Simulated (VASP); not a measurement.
# Co in VASP: further runs

Co is run at these levels: PBE; tasks: single point.

Everything below comes from runs of VASP 6.6.1. Logs are shortened: lines on timing, memory, paths and dates and some standing lists are left out, and cuts for length are marked.

## 1. The cell of the first run

The cell holds a sheet with vacuum, 2 atoms: a = 2.090 Å, b = 2.090 Å, c = 17.000 Å, α = 90.00°, β = 90.00°, γ = 90.00°.

## 2. Single point, PBE, collinear spin, antiferromagnetic start

Input file INCAR:

```
SYSTEM = Co
PREC = Accurate
ENCUT = 520
EDIFF = 1E-7
ISMEAR = 0
SIGMA = 0.1
LREAL = .FALSE.
LASPH = .TRUE.
NELM = 150
ALGO = Normal
ISIF = 2
LWAVE = .FALSE.
LCHARG = .TRUE.
ISPIN = 2
MAGMOM = 3 -3
LORBIT = 11
LMAXMIX = 4
LDIPOL = .TRUE.
IDIPOL = 3
DIPOL = 0.5 0.5 0.500
GGA = PE
LELF = .TRUE.
LVHAR = .TRUE.
LVACPOTAV = .TRUE.
NBANDS = 20
```

Input file KPOINTS:

```
regular mesh
0
G
  8 8 1
  0 0 0
```

Input file POSCAR:

```
Co
1.0
    2.0896590000      0.0000000000      0.0000000000
    0.0000000000      2.0896590000      0.0000000000
    0.0000000000      0.0000000000     17.0000000000
Co
2
Direct
    0.5000000000      0.5000000000      0.5837927100
    0.5000000000      0.5000000000      0.4162072900
```

Potentials or basis: VASP PAW PBE potentials, release 64 (Co).

On the command line:

```sh
cat potpaw_PBE.64/Co/POTCAR > POTCAR
mpirun -np 1 vasp_std > vasp.out
```

OUTCAR:

```text
SYSTEM = Co
   PREC = Accurate
   ENCUT = 520
   EDIFF = 1E-7
   ISMEAR = 0
   LREAL = .FALSE.
   LASPH = .TRUE.
   NELM = 150
   ISIF = 2
   ISPIN = 2
   LORBIT = 11
   GGA = PE

 ion  position               nearest neighbor table
   1  0.500  0.500  0.584-   2 2.85
   2  0.500  0.500  0.416-   1 2.85

  LATTYP: Found a simple tetragonal cell.
 ALAT       =     2.0896590000
 C/A-ratio  =     8.1352986301

  Lattice vectors:

 A1 = (   2.0896590000,   0.0000000000,   0.0000000000)
 A2 = (   0.0000000000,   2.0896590000,   0.0000000000)
 A3 = (   0.0000000000,   0.0000000000,  17.0000000000)

Analysis of symmetry for initial positions (statically):
=====================================================================
 Subroutine PRICEL returns:
 Original cell was already a primitive cell.

 Routine SETGRP: Setting up the symmetry group for a
 simple tetragonal supercell.

 Subroutine GETGRP returns: Found 16 space group operations
 (whereof 16 operations were pure point group operations)
 out of a pool of 16 trial point group operations.

The static configuration has the point symmetry D_4h.

Analysis of symmetry for dynamics (positions and initial velocities):
=====================================================================
 Subroutine PRICEL returns:
 Original cell was already a primitive cell.

 Routine SETGRP: Setting up the symmetry group for a
 simple tetragonal supercell.

 Subroutine GETGRP returns: Found 16 space group operations
 (whereof 16 operations were pure point group operations)
 out of a pool of 16 trial point group operations.

The dynamic configuration has the point symmetry D_4h.

Analysis of structural, dynamic, and magnetic symmetry:
=====================================================================
 Subroutine PRICEL returns:
 Original cell was already a primitive cell.

 Routine SETGRP: Setting up the symmetry group for a
 simple tetragonal supercell.

 Subroutine GETGRP returns: Found 16 space group operations
 (whereof 16 operations were pure point group operations)
 out of a pool of 16 trial point group operations.

The overall configuration has the point symmetry D_4h.

 Subroutine INISYM returns: Found 16 space group operations
 (whereof 16 operations are pure point group operations),
 and found     1 'primitive' translations

----------------------------------------------------------------------------------------

                                     Primitive cell

  volume of cell :      74.2335

  direct lattice vectors                    reciprocal lattice vectors
     2.089659000  0.000000000  0.000000000     0.478546978  0.000000000  0.000000000
     0.000000000  2.089659000  0.000000000     0.000000000  0.478546978  0.000000000
     0.000000000  0.000000000 17.000000000     0.000000000  0.000000000  0.058823529

  length of vectors
     2.089659000  2.089659000 17.000000000     0.478546978  0.478546978  0.058823529

  position of ions in fractional coordinates (direct lattice)
     0.500000000  0.500000000  0.583792710
     0.500000000  0.500000000  0.416207290

  ion indices of the primitive-cell ions
   primitive index   ion index
                 1           1
                 2           2

----------------------------------------------------------------------------------------

 KPOINTS: regular mesh

Automatic generation of k-mesh.
 Grid dimensions read from file:
 generate k-points for:    8    8    1

 Generating k-lattice:

  Cartesian coordinates                     Fractional coordinates (reciprocal lattice)
     0.059818372  0.000000000  0.000000000     0.125000000  0.000000000  0.000000000
     0.000000000  0.059818372  0.000000000     0.000000000  0.125000000  0.000000000
     0.000000000  0.000000000  0.058823529     0.000000000  0.000000000  1.000000000

  Length of vectors
     0.059818372  0.059818372  0.058823529

  Shift w.r.t. Gamma in fractional coordinates (k-lattice)
     0.000000000  0.000000000  0.000000000

 Subroutine IBZKPT returns following result:
 ===========================================

 Found     15 irreducible k-points:

 Following reciprocal coordinates:
            Coordinates               Weight
  0.000000  0.000000  0.000000      1.000000
  0.125000  0.000000  0.000000      4.000000
  0.250000  0.000000  0.000000      4.000000
  0.375000  0.000000  0.000000      4.000000
  0.500000  0.000000  0.000000      2.000000
  0.125000  0.125000  0.000000      4.000000
  0.250000  0.125000  0.000000      8.000000
  0.375000  0.125000  0.000000      8.000000
  0.500000  0.125000  0.000000      4.000000
  0.250000  0.250000  0.000000      4.000000
  0.375000  0.250000  0.000000      8.000000
  0.500000  0.250000  0.000000      4.000000
  0.375000  0.375000  0.000000      4.000000
  0.500000  0.375000  0.000000      4.000000
  0.500000  0.500000  0.000000      1.000000
   k-points           NKPTS =     15   k-points in BZ     NKDIM =     15   number of bands    NBANDS=     20
   number of dos      NEDOS =    301   number of ions     NIONS =      2
   total plane-waves  NPLWV =  32256
   dimension x,y,z NGX =    16 NGY =   16 NGZ =  126
   dimension x,y,z NGXF=    32 NGYF=   32 NGZF=  252
   ions per type =               2
   NGX,Y,Z   is equivalent  to a cutoff of  12.73, 12.73, 12.32 a.u.
   NGXF,Y,Z  is equivalent  to a cutoff of  25.46, 25.46, 24.64 a.u.
 SYSTEM =  Co
   PREC   = accura    normal or accurate (medium, high low for compatibility)
   ISTART =      0    job   : 0-new  1-cont  2-samecut
   ICHARG =      2    charge: 1-file 2-atom 10-const
   ISPIN  =      2    spin polarized calculation?
   LNONCOLLINEAR =      F non collinear calculations
   LSORBIT =      F    spin-orbit coupling
   LASPH  =      T    aspherical Exc in radial PAW
   ENCUT  =  520.0 eV  38.22 Ry    6.18 a.u.   3.89  3.89 31.61*2*pi/ulx,y,z
   NELM   =    150;   NELMIN=  2; NELMDL= -5     # of ELM steps
   EDIFF  = 0.1E-06   stopping-criterion for ELM
   LREAL  =      F    real-space projection
   EDIFFG = 0.1E-05   stopping-criterion for IOM
   NSW    =      0    number of steps for IOM
   IBRION =     -1    ionic relax: 0-MD 1-quasi-New 2-CG
   NFREE  =      0    steps in history (QN), initial steepest desc. (CG)
   ISIF   =      2    stress and relaxation
   ISYM   =      2    0-nonsym 1-usesym 2-fastsym
   POTIM  = 0.5000    time-step for ionic-motion
   TEBEG  =    0.0;   TEEND  =   0.0 temperature during run
   PSTRESS=    0.0 pullay stress
   NELECT =      18.0000    total number of electrons
   NUPDOWN=      -1.0000    fix difference up-down
   EMIN   =  10.00;   EMAX   =-10.00  energy-range for DOS
   EFERMI =   0.00;   METHOD = LEGACY
   ISMEAR =     0;   SIGMA  =   0.10  broadening in eV -4-tet -1-fermi 0-gaus
   EFERMI_NEDOS =   21; number of points for ismear=-14 and -15
   IALGO  =     38    algorithm
   IMIX   =      4    mixing-type and parameters
     AMIX     =   0.40;   BMIX     =  1.00
     AMIX_MAG =   1.60;   BMIX_MAG =  1.00
  volume/ion in A,a.u.               =      37.12       250.48
  Fermi-wavevector in a.u.,A,eV,Ry     =   1.020859  1.929144 14.179353  1.042153
  Thomas-Fermi vector in A             =   2.154452
   LORBIT       =     11    0 simple, 1 ext, 2 COOP (PROOUT), +10 PAW based schemes
   GGA     = PE    functional components
   LHFCALC =     F    Hartree Fock is set to
   AEXX    =    0.0000 exact exchange contribution
   IVDW    =     0    specifies the selected vdW correction
   LEPSILON=     F    determine dielectric tensor
   LRPA    =     F    only Hartree local field effects (RPA)
 spin polarized calculation
 Gauss-broadening in eV      SIGMA  =   0.10
  energy-cutoff  :      520.00
  volume of cell :       74.23
 maximum number of plane-waves:      2052
 NGX is ok and might be reduce to    16
   NGX =  7   NGY =  7   NGZ = 63

 number of electron      18.0000004 magnetization      -0.0000000

 number of electron      18.0000004 magnetization       0.0000000

 dipolmoment           0.000000      0.000000      0.000000 electrons x Angstroem

 Free energy of the ion-electron system (eV)
  ---------------------------------------------------
  ext. energy  EPLUGINS =         0.00000000
  ---------------------------------------------------
  free energy    TOTEN  =       -10.75505280 eV

  energy without entropy =      -10.74521577  energy(sigma->0) =      -10.75013429

 E-fermi :  -0.7400     XC(G=0):  -5.0189

 val. band max:       -0.7716599103   @ k =   0.3750   0.0000   0.0000
 cond. band min:      -0.6129016726   @ k =   0.5000   0.0000   0.0000
 fundamental gap:      0.1587582377
 Fermi energy:        -0.7399769199

 spin component 1

 k-point     1 :       0.0000    0.0000    0.0000
  band No.  band energies     occupation
      1      -8.2296      1.00000
      2      -7.0073      1.00000
      3      -5.9200      1.00000
      4      -4.8726      1.00000
      5      -4.4582      1.00000
      6      -2.4514      1.00000
[... 12 lines left out ...]
     19       9.6815      0.00000
[... 305 lines left out ...]
      3      -3.9539      1.00000
      4      -3.9539      1.00000
      5      -2.3224      1.00000
      6      -2.3224      1.00000
[... 12 lines left out ...]
     19      16.6852      0.00000
     20      17.3006      0.00000
 Fermi energy:        -0.7399769199

 spin component 2

 k-point     1 :       0.0000    0.0000    0.0000
  band No.  band energies     occupation
      1      -8.2296      1.00000
      2      -7.0073      1.00000
      3      -5.9200      1.00000
      4      -4.8726      1.00000
      5      -4.4582      1.00000
      6      -2.4514      1.00000
[... 12 lines left out ...]
     19       9.6815      0.00000
[... 306 lines left out ...]
      4      -3.9539      1.00000
      5      -2.3224      1.00000
      6      -2.3224      1.00000
[... 12 lines left out ...]
     19      16.6852      0.00000
     20      17.3006      0.00000

------------------------ aborting loop because EDIFF is reached ----------------------------------------

  FORCE on cell =-STRESS in cart. coord.  units (eV):
  Direction    XX          YY          ZZ          XY          YZ          ZX
  --------------------------------------------------------------------------------------
  -------------------------------------------------------------------------------------
  Total        7.2531740      7.2531740     -1.4957238      0.0000000     -0.0000000      0.0000000
  in kB      156.5448971    156.5448971    -32.2821338      0.0000000     -0.0000000      0.0000000
  external PRESSURE =      93.6025535 kB  Pullay stress =       0.0000000 kB

 VOLUME and BASIS-vectors are now :
 -----------------------------------------------------------------------------
  energy-cutoff  :      520.00
  volume of cell :       74.23
      direct lattice vectors                 reciprocal lattice vectors
     2.089659000  0.000000000  0.000000000     0.478546978  0.000000000  0.000000000
     0.000000000  2.089659000  0.000000000     0.000000000  0.478546978  0.000000000
     0.000000000  0.000000000 17.000000000     0.000000000  0.000000000  0.058823529

 POSITION                                       TOTAL-FORCE (eV/Angst)
 -----------------------------------------------------------------------------------
      1.04483      1.04483      9.92448         0.000000      0.000000     -0.524551
      1.04483      1.04483      7.07552         0.000000      0.000000      0.524551
 -----------------------------------------------------------------------------------
    total drift:                                0.000000      0.000000      0.000000

  FREE ENERGIE OF THE ION-ELECTRON SYSTEM (eV)
  ---------------------------------------------------
  free  energy   TOTEN  =       -10.7550527958 eV

  energy  without entropy=      -10.7452157744  energy(sigma->0) =      -10.75013429

 vacuum level on the upper side and lower side of the slab         4.756         4.756

 total charge

# of ion       s       p       d       tot
------------------------------------------
    1        0.566   0.461   7.408   8.435
    2        0.566   0.461   7.408   8.435
--------------------------------------------------
tot          1.133   0.921  14.816  16.870

 magnetization (x)

# of ion       s       p       d       tot
------------------------------------------
    1        0.018  -0.018   1.658   1.658
    2       -0.018   0.018  -1.658  -1.658
--------------------------------------------------
tot          0.000   0.000  -0.000  -0.000
```

It took 61 s on 1 thread of Intel Xeon Platinum 8259CL at 2.50GHz (Skylake/Cascade Lake), shared host; peak memory 0.2 GiB.

What came out:

- Free energy: -10.7551 eV
- Largest force: 0.525 eV/Å
- Band gap on the k mesh: zero (filled and empty bands overlap)
- Net moment: 0.00 μB per cell
- Site moments: Co +1.66, -1.66 μB
- Valence electrons inside the program's atomic spheres: Co 8.44

Forces on the atoms (eV/Å):
```
Co   0.000  0.000 -0.525
Co   0.000  0.000  0.525
```

Caveat: the k points lie up to 0.38 Å⁻¹ apart.

## 3. Single point, PBE, collinear spin, antiferromagnetic start

This run uses another cell than the first one, of 76.27 Å³/atom, 2.055 times its volume.

Input file INCAR:

```
SYSTEM = Co
PREC = Accurate
ENCUT = 520
EDIFF = 1E-6
ISMEAR = 0
SIGMA = 0.1
LREAL = .False.
LASPH = .True.
NELM = 150
ALGO = Normal
ISIF = 2
LWAVE = .False.
LCHARG = .False.
ISPIN = 2
MAGMOM = 3 -3
LORBIT = 11
LMAXMIX = 4
LDIPOL = .True.
IDIPOL = 3
DIPOL = 0.5 0.5 0.288
GGA = PE
NBANDS = 20
```

Input file KPOINTS:

```
Automatic mesh
0
Gamma
  8 8 1
  0 0 0
```

Input file POSCAR:

```
Co
1.0
    2.2740069002      0.0000000000      0.0000000000
    0.0000000000      2.2740069002      0.0000000000
    0.0000000000      0.0000000000     29.4979042800
Co
2
Direct
    0.5000000000      0.5000000000      0.3266460351
    0.5000000000      0.5000000000      0.2496660933
```

Potentials or basis: VASP PAW PBE potentials, release 64 (Co).

On the command line:

```sh
cat potpaw_PBE.64/Co/POTCAR > POTCAR
mpirun -np 1 vasp_std > vasp.out
```

OUTCAR:

```text
SYSTEM = Co
   PREC = Accurate
   ENCUT = 520
   EDIFF = 1E-6
   ISMEAR = 0
   LREAL = .False.
   LASPH = .True.
   NELM = 150
   ISIF = 2
   ISPIN = 2
   LORBIT = 11
   GGA = PE

 ion  position               nearest neighbor table
   1  0.500  0.500  0.327-   2 2.27
   2  0.500  0.500  0.250-   1 2.27

  LATTYP: Found a simple tetragonal cell.
 ALAT       =     2.2740069002
 C/A-ratio  =    12.9717743061

  Lattice vectors:

 A1 = (   2.2740069002,   0.0000000000,   0.0000000000)
 A2 = (   0.0000000000,   2.2740069002,   0.0000000000)
 A3 = (   0.0000000000,   0.0000000000,  29.4979042800)

Analysis of symmetry for initial positions (statically):
=====================================================================
 Subroutine PRICEL returns:
 Original cell was already a primitive cell.

 Routine SETGRP: Setting up the symmetry group for a
 simple tetragonal supercell.

 Subroutine GETGRP returns: Found 16 space group operations
 (whereof  8 operations were pure point group operations)
 out of a pool of 16 trial point group operations.

The static configuration has the point symmetry C_4v.
 The point group associated with its full space group is D_4h.

Analysis of symmetry for dynamics (positions and initial velocities):
=====================================================================
 Subroutine PRICEL returns:
 Original cell was already a primitive cell.

 Routine SETGRP: Setting up the symmetry group for a
 simple tetragonal supercell.

 Subroutine GETGRP returns: Found 16 space group operations
 (whereof  8 operations were pure point group operations)
 out of a pool of 16 trial point group operations.

The dynamic configuration has the point symmetry C_4v.
 The point group associated with its full space group is D_4h.

Analysis of structural, dynamic, and magnetic symmetry:
=====================================================================
 Subroutine PRICEL returns:
 Original cell was already a primitive cell.
[... 148 lines left out ...]
  free energy    TOTEN  =       -11.58577303 eV

  energy without entropy =      -11.56520438  energy(sigma->0) =      -11.57548870

 E-fermi :  -2.5899     XC(G=0):  -2.6309

 val. band max:       -2.5931376353   @ k =   0.5000   0.0000   0.0000
 cond. band min:      -2.5444850202   @ k =   0.2500   0.2500   0.0000
 fundamental gap:      0.0486526151
 Fermi energy:        -2.5898861532

 spin component 1

 k-point     1 :       0.0000    0.0000    0.0000
  band No.  band energies     occupation
      1     -10.0573      1.00000
      2      -7.7662      1.00000
      3      -6.8261      1.00000
      4      -6.0264      1.00000
      5      -5.7553      1.00000
      6      -3.9870      1.00000
[... 321 lines left out ...]
      6      -3.8393      1.00000
[... 12 lines left out ...]
     19      11.8936      0.00000
     20      11.9123      0.00000
 Fermi energy:        -2.5898861532

 spin component 2

 k-point     1 :       0.0000    0.0000    0.0000
  band No.  band energies     occupation
      1     -10.0573      1.00000
      2      -7.7662      1.00000
      3      -6.8261      1.00000
      4      -6.0264      1.00000
      5      -5.7553      1.00000
      6      -3.9870      1.00000
[... 334 lines left out ...]
     19      11.8936      0.00000
     20      11.9123      0.00000

------------------------ aborting loop because EDIFF is reached ----------------------------------------

 vacuum level on the upper side and lower side of the slab       (xc-potential included)        -0.253        -0.263

  FORCE on cell =-STRESS in cart. coord.  units (eV):
  Direction    XX          YY          ZZ          XY          YZ          ZX
  --------------------------------------------------------------------------------------
  -------------------------------------------------------------------------------------
  Total       -0.1335570     -0.1335570     -0.0335994     -0.0000000      0.0000000      0.0000000
  in kB       -1.4028218     -1.4028218     -0.3529125     -0.0000000      0.0000000      0.0000000
  external PRESSURE =      -1.0528520 kB  Pullay stress =       0.0000000 kB

 VOLUME and BASIS-vectors are now :
 -----------------------------------------------------------------------------
  energy-cutoff  :      520.00
  volume of cell :      152.54
      direct lattice vectors                 reciprocal lattice vectors
     2.274006900  0.000000000  0.000000000     0.439752404  0.000000000  0.000000000
     0.000000000  2.274006900  0.000000000     0.000000000  0.439752404  0.000000000
     0.000000000  0.000000000 29.497904280     0.000000000  0.000000000  0.033900713

 POSITION                                       TOTAL-FORCE (eV/Angst)
 -----------------------------------------------------------------------------------
      1.13700      1.13700      9.63537         0.000000      0.000000     -0.013585
      1.13700      1.13700      7.36463         0.000000      0.000000      0.013585
 -----------------------------------------------------------------------------------
    total drift:                                0.000000      0.000000      0.000040

  FREE ENERGIE OF THE ION-ELECTRON SYSTEM (eV)
  ---------------------------------------------------
  free  energy   TOTEN  =       -11.5857730291 eV

  energy  without entropy=      -11.5652043800  energy(sigma->0) =      -11.57548870

 vacuum level on the upper side and lower side of the slab         2.023         2.044

 total charge

# of ion       s       p       d       tot
------------------------------------------
    1        0.505   0.385   7.302   8.192
    2        0.505   0.385   7.302   8.192
--------------------------------------------------
tot          1.010   0.770  14.604  16.383

 magnetization (x)

# of ion       s       p       d       tot
------------------------------------------
    1        0.005  -0.011   1.547   1.541
    2       -0.005   0.011  -1.547  -1.541
--------------------------------------------------
tot          0.000   0.000  -0.000  -0.000
```

stdout:

```text
POSCAR found type information on POSCAR Co
 POSCAR found :  1 types and       2 ions
 scaLAPACK will be used
 LDA part: xc-table for (Slater+PW92), standard interpolation
 POSCAR, INCAR and KPOINTS ok, starting setup
 FFT: planning ... GRIDC
 FFT: planning ... GRID_SOFT
 FFT: planning ... GRID
 WAVECAR not read
 entering main loop
```

Wall time 3 min (1 thread of Intel Xeon Platinum 8259CL at 2.50GHz (Skylake/Cascade Lake), shared host); peak memory 0.31 GiB.

Results:

* Free energy: -11.5858 eV
* Largest force: 0.014 eV/Å
* Band gap on the k mesh: zero (filled and empty bands overlap)
* Net moment: 0.00 μB per cell
* Site moments: Co +1.54, -1.54 μB
* Valence electrons inside the program's atomic spheres: Co 8.19

Forces in eV/Å, atoms in the order of the input:
```
Co   0.000  0.000 -0.014
Co   0.000  0.000  0.014
```
